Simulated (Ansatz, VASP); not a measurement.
One calculation of Ba3Mo, two programs

```xyz
4
Lattice="5.3071 0.0000 0.0000 0.0000 5.3071 0.0000 0.0000 0.0000 5.2914" Properties=species:S:1:pos:R:3 pbc="T T T"
Ba    0.0000    2.6536    2.6457
Ba    2.6536    0.0000    2.6457
Ba    2.6536    2.6536    0.0000
Mo    0.0000    0.0000    0.0000
```

Alike in both runs: functional PBE; k mesh 4 × 4 × 4; occupations gaussian, width 0.1 eV; no spin polarisation.

Ansatz relaxed the structure, and its values are those at the end. VASP's run is a single point on that final structure, the one shown.

|  | VASP | Ansatz |
| --- | --- | --- |
| version | VASP 6.6.1 | Ansatz 0.2.0 |
| potentials or method | VASP PAW PBE potentials, release 64 (Ba_sv, Mo_sv), cutoff 520 eV | scalar-relativistic, plane waves, PAW |
| valence electrons in the cell | 44 | 44 |

```tsv
	VASP	Ansatz	Ansatz less VASP
gap on the k mesh at the Fermi level (eV)	none	none	-
pressure (GPa)	0.7	0.1	-0.67
```

A gap of «none» marks a metal or a gap that the smearing closes.

Neither program's run includes spin-orbit coupling.
